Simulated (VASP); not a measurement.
# Al in VASP: notebook, part 2 of 2

VASP 6.6.1.

**3. Single point, PBE**

This run uses another cell than the first one: it holds 8 atoms, not 1.

File INCAR:

```
SYSTEM = Al
ALGO = Fast ; EDIFF = 1E-6
ENCUT = 520 ; GGA = PE
ISIF = 2 ; ISMEAR = 0
LASPH = .TRUE. ; LCHARG = .FALSE.
LREAL = .FALSE. ; LWAVE = .FALSE.
NBANDS = 22 ; NELM = 80
PREC = Accurate ; SIGMA = 0.2
```

File KPOINTS:

```
k-points
0
G
  6 6 6
  0 0 0
```

File POSCAR:

```
Al
1.0
    5.6378667405      0.0000000000      0.0000000000
    2.8189333703      4.9127565006      0.0000000000
    2.8189333703      0.0000000000      4.9132398166
Al
8
Direct
    0.0000000000      0.0000000000      0.0000000000
    1.0000000000      0.5000000000      0.0000000000
    1.0000000000      0.0000000000      0.5000000000
    1.0000000000      0.5000000000      0.5000000000
    0.5000000000      0.5000000000      0.5000000000
    0.5000000000      0.0000000000      0.5000000000
    0.5000000000      0.5000000000      0.0000000000
    0.5000000000      0.0000000000      0.0000000000
```

Potentials or basis: VASP PAW PBE potentials, release 64 (Al).

The run is started by

```
cat potpaw_PBE.64/Al/POTCAR > POTCAR
mpirun -np 1 vasp_std > vasp.out
```

OUTCAR:

```text
SYSTEM = Al
   EDIFF = 1E-6
   ENCUT = 520
   GGA = PE
   ISIF = 2
   ISMEAR = 0
   LASPH = .TRUE.
   LREAL = .FALSE.
   NELM = 80
   PREC = Accurate

 ion  position               nearest neighbor table
   1  0.000  0.000  0.000-   8 2.82   8 2.82   7 2.83   7 2.83   2 2.83   2 2.83   6 2.83   6 2.83
                             3 2.83   3 2.83
   2  0.000  0.500  0.000-   7 2.82   7 2.82   8 2.83   8 2.83   1 2.83   1 2.83   5 2.83   5 2.83
                             4 2.83   4 2.83
   3  0.000  0.000  0.500-   6 2.82   6 2.82   5 2.83   5 2.83   4 2.83   4 2.83   8 2.83   8 2.83
                             1 2.83   1 2.83
   4  0.000  0.500  0.500-   5 2.82   5 2.82   6 2.83   6 2.83   3 2.83   3 2.83   7 2.83   7 2.83
                             2 2.83   2 2.83
   5  0.500  0.500  0.500-   4 2.82   4 2.82   3 2.83   3 2.83   6 2.83   6 2.83   2 2.83   2 2.83
                             7 2.83   7 2.83
   6  0.500  0.000  0.500-   3 2.82   3 2.82   4 2.83   4 2.83   5 2.83   5 2.83   1 2.83   1 2.83
                             8 2.83   8 2.83
   7  0.500  0.500  0.000-   2 2.82   2 2.82   1 2.83   1 2.83   8 2.83   8 2.83   4 2.83   4 2.83
                             5 2.83   5 2.83
   8  0.500  0.000  0.000-   1 2.82   1 2.82   2 2.83   2 2.83   7 2.83   7 2.83   3 2.83   3 2.83
                             6 2.83   6 2.83
[... 8 lines left out ...]
 A1 = (   0.0000000001,   4.9127565006,   4.9132398166)
 A2 = (   2.8189333703,   0.0000000000,   4.9132398166)
 A3 = (   2.8189333703,   4.9127565006,   0.0000000000)

Analysis of symmetry for initial positions (statically):
=====================================================================
 Subroutine PRICEL returns following result:

  LATTYP: Found a face centered orthorhombic cell.
 ALAT       =     2.8189333703
 B/A-ratio  =     1.7427714158
 C/A-ratio  =     1.7429428693

  Lattice vectors:

 A1 = (   0.0000000000,   2.4563782503,   2.4566199083)
 A2 = (   1.4094666851,   0.0000000000,   2.4566199083)
 A3 = (   1.4094666851,   2.4563782503,   0.0000000000)

   8 primitive cells build up your supercell.

 Routine SETGRP: Setting up the symmetry group for a
[... 158 lines left out ...]
   IVDW    =     0    specifies the selected vdW correction
   LEPSILON=     F    determine dielectric tensor
   LRPA    =     F    only Hartree local field effects (RPA)
 non-spin polarized calculation
 RMM-DIIS sequential band-by-band and
 Gauss-broadening in eV      SIGMA  =   0.20
  energy-cutoff  :      520.00
  volume of cell :      136.08
 maximum number of plane-waves:      3687
 NGX is ok and might be reduce to    42

 number of electron      24.0000000 magnetization

 Free energy of the ion-electron system (eV)
  ---------------------------------------------------
  ext. energy  EPLUGINS =         0.00000000
  ---------------------------------------------------
  free energy    TOTEN  =       -29.42871124 eV

  energy without entropy =      -29.38384380  energy(sigma->0) =      -29.40627752

 E-fermi :   7.6655     XC(G=0): -10.0822

 val. band max:        7.6336503909   @ k =  -0.3333  -0.0000   0.3333
 cond. band min:       7.7384041483   @ k =  -0.3333  -0.1667   0.1667
 fundamental gap:      0.1047537574
 Fermi energy:         7.6655269562

 k-point     1 :       0.0000    0.0000    0.0000
  band No.  band energies     occupation
      1      -3.2517      2.00000
      2       2.6006      2.00000
      3       2.6023      2.00000
      4       2.9032      2.00000
      5       2.9038      2.00000
      6       3.9005      2.00000
[... 589 lines left out ...]
     21      11.9586      0.00000
     22      11.9586      0.00000

 [... further k-points ...]

------------------------ aborting loop because EDIFF is reached ----------------------------------------

  FORCE on cell =-STRESS in cart. coord.  units (eV):
  Direction    XX          YY          ZZ          XY          YZ          ZX
  --------------------------------------------------------------------------------------
  -------------------------------------------------------------------------------------
  Total       -0.4834048      0.0322608      0.0233605      0.0000000      0.0000000      0.0000000
  in kB       -5.6913266      0.3798197      0.2750327      0.0000000      0.0000000      0.0000000
  external PRESSURE =      -1.6788247 kB  Pullay stress =       0.0000000 kB

 VOLUME and BASIS-vectors are now :
 -----------------------------------------------------------------------------
  energy-cutoff  :      520.00
  volume of cell :      136.08
      direct lattice vectors                 reciprocal lattice vectors
     5.637866740  0.000000000  0.000000000     0.177372053 -0.101775856 -0.101765845
     2.818933370  4.912756501  0.000000000     0.000000000  0.203551713  0.000000000
     2.818933370  0.000000000  4.913239817     0.000000000  0.000000000  0.203531689

 POSITION                                       TOTAL-FORCE (eV/Angst)
 -----------------------------------------------------------------------------------
      0.00000      0.00000      0.00000         0.000000     -0.000000      0.000000
      1.40947      2.45638      0.00000         0.000000     -0.000000      0.000000
      1.40947      0.00000      2.45662         0.000000     -0.000000      0.000000
      2.81893      2.45638      2.45662         0.000000     -0.000000      0.000000
      5.63787      2.45638      2.45662        -0.000000      0.000000      0.000000
      4.22840      0.00000      2.45662        -0.000000     -0.000000     -0.000000
      4.22840      2.45638      0.00000         0.000000      0.000000      0.000000
      2.81893      0.00000      0.00000        -0.000000      0.000000     -0.000000
 -----------------------------------------------------------------------------------
    total drift:                                0.000000     -0.000000      0.000000

  FREE ENERGIE OF THE ION-ELECTRON SYSTEM (eV)
  ---------------------------------------------------
  free  energy   TOTEN  =       -29.4287112439 eV

  energy  without entropy=      -29.3838438005  energy(sigma->0) =      -29.40627752
```

stdout:

```text
POSCAR found type information on POSCAR Al
 POSCAR found :  1 types and       8 ions
 scaLAPACK will be used
 LDA part: xc-table for (Slater+PW92), standard interpolation
 POSCAR, INCAR and KPOINTS ok, starting setup
 FFT: planning ... GRIDC
 FFT: planning ... GRID_SOFT
 FFT: planning ... GRID
 WAVECAR not read
 entering main loop
```

It took 76 s on 1 thread of AMD EPYC 9R45 (Zen 5), shared host; peak memory 0.26 GiB.

What came out:

```yaml
Free_energy: -29.4287 eV
Pressure: -0.2 GPa
Band_gap_on_the_k_mesh: zero (bands 12 and 13 overlap by 4.92 eV)
```

**4. Single point, PBE**

This run uses another cell than the first one, of 17.01 Å³/atom.

File INCAR:

```
SYSTEM = Al
  PREC = Accurate
  ENCUT = 520
  EDIFF = 1E-7
  ISMEAR = 0
  SIGMA = 0.1
  LREAL = .FALSE.
  LASPH = .TRUE.
  NELM = 80
  ALGO = Fast
  ISIF = 2
  LWAVE = .FALSE.
  LCHARG = .TRUE.
  GGA = PE
  LELF = .TRUE.
  LVHAR = .TRUE.
  NBANDS = 8
```

File KPOINTS:

```
regular mesh
0
G
  24 24 24
  0 0 0
```

File POSCAR:

```
Al
1.0
    0.0000000000      2.4563782503      2.4566199083
    1.4094666851      0.0000000000      2.4566199083
    1.4094666851      2.4563782503      0.0000000000
Al
1
Direct
    0.0000000000      0.0000000000      0.0000000000
```

The run is started by

```
cat potpaw_PBE.64/Al/POTCAR > POTCAR
mpirun -np 1 vasp_std > vasp.out
```

Wall time 3.5 min (1 thread of AMD EPYC 9R45 (Zen 5), shared host); peak memory 0.31 GiB.

Results (log left out):

* Free energy: -3.6741 eV
* Pressure: 0.0 GPa
* Band gap on the k mesh: zero (an odd number of electrons rules out a gap without spin polarisation)

Levels at points of the mesh, in eV from the Fermi level:
```csv
k point,band 1,band 2,band 3,band 4,band 5
"(0.00, 0.00, 0.00)",-10.88,10.23,12.12,12.13,13.23
"(0.50, 0.00, 0.00)",-3.73,-2.92,7.09,7.10,8.35
"(0.50, 0.50, 0.00)",-5.03,-4.73,11.29,11.82,12.50
"(0.50, 0.00, 0.50)",-5.03,-4.73,11.29,11.82,12.50
"(0.00, 0.50, 0.50)",0.14,0.15,1.55,2.12,6.32
```

**5. Relaxation of cell and atoms, PBE**

This run uses another cell than the first one, of the same volume but with other edges.

File INCAR:

```
ALGO = Fast
EDIFF = 1E-6
EDIFFG = -0.01
ENCUT = 600
GGA = PE
IBRION = 2
ISIF = 3
ISMEAR = 0
LASPH = T
LCHARG = F
LREAL = F
LWAVE = F
NELM = 80
NSW = 100
PREC = Accurate
SIGMA = 0.1
```

File KPOINTS:

```
k-points
0
Gamma
  24 24 24
```

File POSCAR:

```
Al
1.0
    0.0000000000      2.2605472920      2.4924591098
    1.5130620678      0.0000000000      2.4924591098
    1.5130620678      2.2605472920      0.0000000000
Al
1
Direct
    0.0000000000      0.0000000000      0.0000000000
```

Potentials or basis: VASP PAW PBE potentials, release 64 (Al).

The run is started by

```
cat potpaw_PBE.64/Al/POTCAR > POTCAR
mpirun -np 1 vasp_std > vasp.out
```

OUTCAR:

```text
EDIFF = 1E-6
   EDIFFG = -0.01
   ENCUT = 600
   GGA = PE
   IBRION = 2
   ISIF = 3
   ISMEAR = 0
   LASPH = T
   LREAL = F
   NELM = 80
   NSW = 100
   PREC = Accurate

 ion  position               nearest neighbor table
   1  0.000  0.000  0.000-

  LATTYP: Found a face centered orthorhombic cell.
 ALAT       =     3.0261241356
 B/A-ratio  =     1.4940215211
 C/A-ratio  =     1.6472946899

  Lattice vectors:

 A1 = (   0.0000000000,   2.2605472920,   2.4924591098)
 A2 = (   1.5130620678,   0.0000000000,   2.4924591098)
 A3 = (   1.5130620678,   2.2605472920,   0.0000000000)

Analysis of symmetry for initial positions (statically):
=====================================================================
 Subroutine PRICEL returns:
 Original cell was already a primitive cell.

 Routine SETGRP: Setting up the symmetry group for a
 face centered orthorhombic supercell.

 Subroutine GETGRP returns: Found  8 space group operations
 (whereof  8 operations were pure point group operations)
 out of a pool of  8 trial point group operations.

The static configuration has the point symmetry D_2h.

Analysis of symmetry for dynamics (positions and initial velocities):
=====================================================================
 Subroutine PRICEL returns:
 Original cell was already a primitive cell.

 Routine SETGRP: Setting up the symmetry group for a
 face centered orthorhombic supercell.

 Subroutine GETGRP returns: Found  8 space group operations
 (whereof  8 operations were pure point group operations)
 out of a pool of  8 trial point group operations.

The dynamic configuration has the point symmetry D_2h.

 Subroutine INISYM returns: Found  8 space group operations
 (whereof  8 operations are pure point group operations),
 and found     1 'primitive' translations

----------------------------------------------------------------------------------------

                                     Primitive cell

  volume of cell :      17.0502

  direct lattice vectors                    reciprocal lattice vectors
     0.000000000  2.260547292  2.492459110    -0.330455710  0.221185375  0.200605096
     1.513062068  0.000000000  2.492459110     0.330455710 -0.221185375  0.200605096
     1.513062068  2.260547292  0.000000000     0.330455710  0.221185375 -0.200605096

  length of vectors
     3.364881346  2.915769064  2.720189493     0.445383375  0.445383375  0.445383375

  position of ions in fractional coordinates (direct lattice)
     0.000000000  0.000000000  0.000000000

  ion indices of the primitive-cell ions
   primitive index   ion index
                 1           1

----------------------------------------------------------------------------------------

 KPOINTS: k-points

Automatic generation of k-mesh.
 Grid dimensions read from file:
 generate k-points for:   24   24   24

 Generating k-lattice:
[... 53 lines left out ...]
   PREC   = accura    normal or accurate (medium, high low for compatibility)
   ISTART =      0    job   : 0-new  1-cont  2-samecut
   ICHARG =      2    charge: 1-file 2-atom 10-const
   ISPIN  =      1    spin polarized calculation?
   LNONCOLLINEAR =      F non collinear calculations
   LSORBIT =      F    spin-orbit coupling
   LASPH  =      T    aspherical Exc in radial PAW
   ENCUT  =  600.0 eV  44.10 Ry    6.64 a.u.   6.72  5.82  5.43*2*pi/ulx,y,z
   NELM   =     80;   NELMIN=  2; NELMDL= -5     # of ELM steps
   EDIFF  = 0.1E-05   stopping-criterion for ELM
   LREAL  =      F    real-space projection
   EDIFFG = -.1E-01   stopping-criterion for IOM
   NSW    =    100    number of steps for IOM
   IBRION =      2    ionic relax: 0-MD 1-quasi-New 2-CG
   NFREE  =      1    steps in history (QN), initial steepest desc. (CG)
   ISIF   =      3    stress and relaxation
   ISYM   =      2    0-nonsym 1-usesym 2-fastsym
   POTIM  = 0.5000    time-step for ionic-motion
   TEBEG  =    0.0;   TEEND  =   0.0 temperature during run
   PSTRESS=    0.0 pullay stress
   NELECT =       3.0000    total number of electrons
   NUPDOWN=      -1.0000    fix difference up-down
   EMIN   =  10.00;   EMAX   =-10.00  energy-range for DOS
   EFERMI =   0.00;   METHOD = LEGACY
   ISMEAR =     0;   SIGMA  =   0.10  broadening in eV -4-tet -1-fermi 0-gaus
   EFERMI_NEDOS =   21; number of points for ismear=-14 and -15
   IALGO  =     68    algorithm
   IMIX   =      4    mixing-type and parameters
     AMIX     =   0.40;   BMIX     =  1.00
     AMIX_MAG =   1.60;   BMIX_MAG =  1.00
  volume/ion in A,a.u.               =      17.05       115.06
  Fermi-wavevector in a.u.,A,eV,Ry     =   0.917359  1.733556 11.449939  0.841547
  Thomas-Fermi vector in A             =   2.042318
   LORBIT       =      0    0 simple, 1 ext, 2 COOP (PROOUT), +10 PAW based schemes
   GGA     = PE    functional components
   LHFCALC =     F    Hartree Fock is set to
   AEXX    =    0.0000 exact exchange contribution
   IVDW    =     0    specifies the selected vdW correction
   LEPSILON=     F    determine dielectric tensor
   LRPA    =     F    only Hartree local field effects (RPA)
 conjugate gradient relaxation of ions
 non-spin polarized calculation
 RMM-DIIS sequential band-by-band and
 Gauss-broadening in eV      SIGMA  =   0.10
  energy-cutoff  :      600.00
  volume of cell :       17.05
 maximum number of plane-waves:       586
   NGX = 13   NGY = 11   NGZ = 11

--------------------------------------- Ionic step        1  -------------------------------------------

 number of electron       3.0000000 magnetization

 Free energy of the ion-electron system (eV)
  ---------------------------------------------------
  ext. energy  EPLUGINS =         0.00000000
  ---------------------------------------------------
  free energy    TOTEN  =        -3.64108883 eV

  energy without entropy =       -3.63909628  energy(sigma->0) =       -3.64009256

------------------------ aborting loop because EDIFF is reached ----------------------------------------

  FORCE on cell =-STRESS in cart. coord.  units (eV):
  Direction    XX          YY          ZZ          XY          YZ          ZX
  --------------------------------------------------------------------------------------
  -------------------------------------------------------------------------------------
  Total       -0.1501490      0.5328053     -0.3166008     -0.0000000      0.0000000      0.0000000
  in kB      -14.1092698     50.0669067    -29.7504928     -0.0000000      0.0000000      0.0000000
  external PRESSURE =       2.0690481 kB  Pullay stress =       0.0000000 kB
[... 86 lines left out ...]
  FREE ENERGIE OF THE ION-ELECTRON SYSTEM (eV)
  ---------------------------------------------------
  free  energy   TOTEN  =        -3.6663363155 eV

  energy  without entropy=       -3.6643648707  energy(sigma->0) =       -3.66535059

[... ionic steps 4 to 10 ...]

--------------------------------------- Ionic step       11  -------------------------------------------

 number of electron       3.0000000 magnetization

------------------------ aborting loop because EDIFF is reached ----------------------------------------
[... 65 lines left out ...]
--------------------------------------- Ionic step       13  -------------------------------------------

 number of electron       3.0000000 magnetization

 Free energy of the ion-electron system (eV)
  ---------------------------------------------------
  ext. energy  EPLUGINS =         0.00000000
  ---------------------------------------------------
  free energy    TOTEN  =        -3.67413277 eV

  energy without entropy =       -3.67223027  energy(sigma->0) =       -3.67318152

 E-fermi :   7.6381     XC(G=0): -10.0839

 val. band max:        7.6368272278   @ k =  -0.4583   0.0000   0.2083
 cond. band min:       7.6390029770   @ k =  -0.3333   0.3333  -0.0000
 fundamental gap:      0.0021757492
 Fermi energy:         7.6380883088

 k-point     1 :       0.0000    0.0000    0.0000
  band No.  band energies     occupation
      1      -3.2498      2.00000
      2      17.8705      0.00000
      3      19.7659      0.00000
      4      19.7705      0.00000
      5      20.8715      0.00000
[... 177 lines left out ...]
 k-point    24 :       0.4583    0.0417    0.0000
  band No.  band energies     occupation
      1       2.4513      2.00000
      2       6.4702      2.00000
      3      13.5897      0.00000
      4      15.3863      0.00000
      5      16.3493      0.00000

 [... further k-points ...]

------------------------ aborting loop because EDIFF is reached ----------------------------------------

  FORCE on cell =-STRESS in cart. coord.  units (eV):
  Direction    XX          YY          ZZ          XY          YZ          ZX
  --------------------------------------------------------------------------------------
  -------------------------------------------------------------------------------------
  Total       -0.0015094      0.0007725      0.0021257     -0.0000000      0.0000000      0.0000000
  in kB       -0.1422385      0.0727991      0.2003220     -0.0000000      0.0000000      0.0000000
  external PRESSURE =       0.0436276 kB  Pullay stress =       0.0000000 kB
[... 16 lines left out ...]
  FREE ENERGIE OF THE ION-ELECTRON SYSTEM (eV)
  ---------------------------------------------------
  free  energy   TOTEN  =        -3.6741327744 eV

  energy  without entropy=       -3.6722302660  energy(sigma->0) =       -3.67318152

 reached required accuracy - stopping structural energy minimisation
```

Wall time 9.3 min (1 thread of AMD EPYC 9R45 (Zen 5), shared host); peak memory 0.34 GiB.

Results:

| Item | Value |
| --- | --- |
| Free energy | -3.6741 eV |
| Relaxed volume | 17.00 Å³/atom |
| Relaxed cell | a = 3.473 Å, b = 2.832 Å, c = 2.832 Å, α = 75.66°, β = 52.17°, γ = 52.17° |
| Space group after relaxing (to 0.1 Å) | I4/mmm (No. 139) |
| Energy gained by relaxing | 33.0 meV/atom |
| Ionic steps | 13 |
| Pressure after relaxing | 0.0 GPa |
| Band gap on the k mesh | zero (an odd number of electrons rules out a gap without spin polarisation) |

Step by step:
| step | energy change (eV) | largest force (eV/Å) | pressure (GPa) | volume (Å³) |
| --- | --- | --- | --- | --- |
| 1 | 0.0000 | 0.0000 | 0.21 | 17.05 |
| 2 | -0.0155 | 0.0000 | -0.50 | 17.10 |
| 3 | -0.0252 | 0.0000 | -0.87 | 17.14 |
| 4 | -0.0283 | 0.0000 | 0.37 | 16.85 |
| 5 | -0.0287 | 0.0000 | 0.93 | 16.73 |
| 6 | -0.0313 | 0.0000 | 0.62 | 16.82 |
| 7 | -0.0328 | 0.0000 | 0.35 | 16.91 |
| 8 | -0.0305 | 0.0000 | 0.09 | 17.07 |
| 9 | -0.0329 | 0.0000 | 0.27 | 16.95 |
| 10 | -0.0329 | 0.0000 | 0.27 | 16.95 |
| 11 | -0.0330 | 0.0000 | -0.15 | 17.04 |
| 12 | -0.0330 | 0.0000 | -0.03 | 17.01 |
| 13 | -0.0330 | 0.0000 | 0.00 | 17.00 |

Final structure:
```yaml
crystal:
  lattice:
    - [0.00000, 2.45615, 2.45591]
    - [1.40928, 0.00000, 2.45591]
    - [1.40928, 2.45615, 0.00000]
  atoms:
    - { symbol: Al, position: [0.00000, 0.00000, 0.00000] }
```

**6. The runs side by side**

```tsv
task	cell	k mesh	cutoff (eV)	smearing	gap on the mesh (eV)	pressure (GPa)
single point	a = 2.720, b = 2.720, c = 2.917 Å, angles 106.8, 106.8, 112.4°, 1 atom, atomic positions A	8 × 8 × 8	520	gaussian 0.1 eV	none	0.1
single point	a = 5.638, b = 5.664, c = 5.664 Å, angles 75.7, 60.2, 60.2°, 8 atoms, atomic positions B	6 × 6 × 6	520	gaussian 0.2 eV	none	-0.2
single point	a = 3.474, b = 2.832, c = 2.832 Å, angles 75.7, 52.2, 52.2°, 1 atom, atomic positions A	24 × 24 × 24	520	gaussian 0.1 eV	none	0.0
relaxation of cell and atoms	relaxed from a = 3.365, b = 2.916, c = 2.720 Å, angles 73.2, 56.1, 50.7°, 1 atom, atomic positions A	24 × 24 × 24	600	gaussian 0.1 eV	none	0.0
```

Alike in all rows: level PBE; potentials or basis VASP PAW PBE potentials, release 64 (Al); no spin polarisation.

Absolute energies hang on the potentials; compare differences alone.
